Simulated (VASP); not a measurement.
AlN, 2 atoms in the cell. The structure is cubic, space group F-43m (No. 216). The conventional cell has a = 4.368 Å, b = 4.368 Å, c = 4.368 Å, α = 90.00°, β = 90.00°, γ = 90.00°. Within 2.5 Å of Al (site symmetry -43m) lie 4 N at 1.89 Å. N (site symmetry -43m) has 4 Al at 1.89 Å within 2.5 Å. 

| Item | Value |
| --- | --- |
| Program | VASP 6.6.1 |
| Task | single point |
| Functional | r2SCAN |
| Dispersion | D3(BJ) |
| Potentials or basis | VASP PAW PBE potentials, release 64 (Al, N) |
| Cutoff | 520 eV |
| k mesh | 10 × 10 × 10 |
| Occupations | fermi-dirac, width 0.05 eV |
| Spin | no spin polarisation |
| Dipole correction | no |
| Further INCAR settings | ALGO = Normal; EDIFF = 1e-06; NBANDS = 11 |

Potentials or basis: VASP PAW PBE potentials, release 64 (Al, N).

Run with:

```console
$ cat potpaw_PBE.64/Al/POTCAR potpaw_PBE.64/N/POTCAR > POTCAR
$ cp INCAR.step1 INCAR
$ mpirun -np 1 vasp_std > vasp.out
$ cp INCAR.step2 INCAR
$ mpirun -np 1 vasp_std > vasp.out
```

Hardware: 1 thread of Intel(R) Xeon(R) Platinum 8375C CPU @ 2.90GHz (Ice Lake), on a shared host.

Estimate the wall time of this run.

Wall time 24 s on 1 thread of Intel(R) Xeon(R) Platinum 8375C CPU @ 2.90GHz (Ice Lake), with other jobs on the host, peak memory 0.15 GiB. Counts: k points 47.
